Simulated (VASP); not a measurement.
Set up this calculation in VASP 6.6.1, as the native input.

| Quantity | Value |
| --- | --- |
| Task | single point |
| Functional | r2SCAN |
| Dispersion | rVV10 |
| Potentials or basis | VASP PAW PBE potentials, release 64 (Al, Ga_d, N) |
| Cutoff | 520 eV |
| k mesh | 6 × 6 × 10 |
| Occupations | fermi-dirac, width 0.03 eV |
| Spin | no spin polarisation |
| Dipole correction | no |
| Further INCAR settings | ALGO = Normal; EDIFF = 1e-06; NBANDS = 41 |

AlGa3N4:

```xyz
8
Lattice="2.9472 -4.1685 0.0000 2.9472 4.1685 0.0000 0.0000 0.0000 2.9468" Properties=species:S:1:pos:R:3 pbc="T T T"
Al    2.9472    0.0000    0.0000
Ga    1.4736    2.0842    1.4734
Ga    1.4736   -2.0842    1.4734
Ga    0.0000    0.0000    0.0000
N     2.9472    2.0557    0.0000
N     4.3808    0.0000    1.4734
N     1.5136    0.0000    1.4734
N     2.9472   -2.0557    0.0000
```

One way to write it, as run:

POSCAR

```
AlGa3N4
1.0
    2.9471827219     -4.1684861889      0.0000000000
    2.9471827219      4.1684861889      0.0000000000
    0.0000000000      0.0000000000      2.9467715745
Al Ga N
1 3 4
Direct
    0.5000000000      0.5000000000      0.0000000000
    0.0000000000      0.5000000000      0.5000000000
    0.5000000000      0.0000000000      0.5000000000
    0.0000000000      0.0000000000      0.0000000000
    0.2534234198      0.7465765802      0.0000000000
    0.7432188943      0.7432188943      0.5000000000
    0.2567811057      0.2567811057      0.5000000000
    0.7465765802      0.2534234198      0.0000000000
```

INCAR.step1

```
SYSTEM = AlGa3N4
PREC     = Accurate       ! precision mode
ENCUT    = 520            ! plane-wave cutoff, eV
ISMEAR   = -1             ! smearing method
SIGMA    = 0.03           ! smearing width, eV
LREAL    = .FALSE.        ! projectors in reciprocal space
LASPH    = .TRUE.         ! aspherical terms in the spheres
NELM     = 60             ! most SCF steps
NBANDS   = 41             ! bands
GGA      = PE             ! functional
ALGO     = Normal         ! electronic algorithm
EDIFF    = 1E-4           ! SCF threshold, eV
LWAVE    = .TRUE.         ! write WAVECAR
LCHARG   = .FALSE.        ! write CHGCAR
```

INCAR.step2

```
SYSTEM = AlGa3N4
PREC     = Accurate       ! precision mode
ENCUT    = 520            ! plane-wave cutoff, eV
EDIFF    = 1E-6           ! SCF threshold, eV
ISMEAR   = -1             ! smearing method
SIGMA    = 0.03           ! smearing width, eV
LREAL    = .FALSE.        ! projectors in reciprocal space
LASPH    = .TRUE.         ! aspherical terms in the spheres
NELM     = 60             ! most SCF steps
ALGO     = Normal         ! electronic algorithm
ISIF     = 2              ! what is computed and relaxed
LWAVE    = .FALSE.        ! write WAVECAR
LCHARG   = .FALSE.        ! write CHGCAR
METAGGA  = R2SCAN         ! meta-GGA
LMIXTAU  = .TRUE.       
LUSE_VDW = .TRUE.       
IVDW_NL  = 2            
BPARAM   = 11.95        
CPARAM   = 0.0093       
NBANDS   = 41             ! bands
ISTART   = 1
```

KPOINTS

```
Automatic mesh
0
G
  6 6 10
  0 0 0
```

Potentials or basis: VASP PAW PBE potentials, release 64 (Al, Ga_d, N).

Run with:

```console
$ cat potpaw_PBE.64/Al/POTCAR potpaw_PBE.64/Ga_d/POTCAR potpaw_PBE.64/N/POTCAR > POTCAR
$ cp INCAR.step1 INCAR
$ mpirun -np 1 vasp_std > vasp.out
$ cp INCAR.step2 INCAR
$ mpirun -np 1 vasp_std > vasp.out
```

It gave:

```json
{
  "Pressure": "0.9 GPa",
  "Largest force": "0.061 eV/Å",
  "Band gap on the k mesh": "1.53 eV (least direct gap 1.56 eV)"
}
```

Caveat: the PAW data sets were made with another functional, which shifts forces and pressure a little.

Wall time 14 min on 1 thread of Intel(R) Xeon(R) Platinum 8259CL CPU @ 2.50GHz (Skylake/Cascade Lake), on a shared host, peak memory 0.48 GiB.
